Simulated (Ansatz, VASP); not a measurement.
**One calculation of CdH2, two programs**

The input INCAR:

```
SYSTEM = CdH2
PREC = Accurate
ENCUT = 520
EDIFF = 1E-6
ISMEAR = -1
SIGMA = 0.02
LREAL = .False.
LASPH = .True.
NELM = 60
ALGO = Normal
ISIF = 2
LWAVE = .False.
LCHARG = .False.
GGA = PS
NBANDS = 14
```

Contents of KPOINTS:

```
regular mesh
0
Gamma
  5 5 5
  0 0 0
```

POSCAR

```
CdH2
1.0
    0.0000000000      2.5271675656      2.5271675656
    2.5271675656      0.0000000000      2.5271675656
    2.5271675656      2.5271675656      0.0000000000
Cd H
1 2
Direct
    0.0000000000      0.0000000000      0.0000000000
    0.2500000000      0.2500000000      0.2500000000
    0.7500000000      0.7500000000      0.7500000000
```

Input for Ansatz:

```yaml
crystal:
  lattice:
    - [0.0, 2.5271675656, 2.5271675656]
    - [2.5271675656, 0.0, 2.5271675656]
    - [2.5271675656, 2.5271675656, 0.0]
  atoms:
    - { symbol: Cd, position: [0.0, 0.0, 0.0] }
    - { symbol: H, position: [0.25, 0.25, 0.25] }
    - { symbol: H, position: [0.75, 0.75, 0.75] }
kpoints:
  mp_grid: { grid: [5, 5, 5] }
hamiltonian:
  xc: pbesol
scf:
  occupations: { method: fermi_dirac, width: 0.02 }
  n_extra_bands: 4
output:
  forces: true
  stress: true
  eigenvalues: true
```

Alike in both runs: task single point; functional PBEsol; k mesh 5 × 5 × 5; occupations fermi-dirac, width 0.02 eV; no spin polarisation.

```csv
,VASP,Ansatz
version,VASP 6.6.1,Ansatz 0.2.0
potentials or method,"VASP PAW PBE potentials, release 64 (Cd, H)",plane waves
plane-wave cutoff (eV),520,420
valence electrons in the cell,14,22
```

```tsv
	VASP	Ansatz	Ansatz less VASP
pressure (GPa)	-1.9	-2.2	-0.32
```

VASP's potentials were made for PBE, not for PBEsol. VASP's potentials hold 14 valence electrons a cell and Ansatz's 22, so a difference there can come from the potentials and not from the codes.

The k mesh is coarse, so the values compare programs but aren't converged.
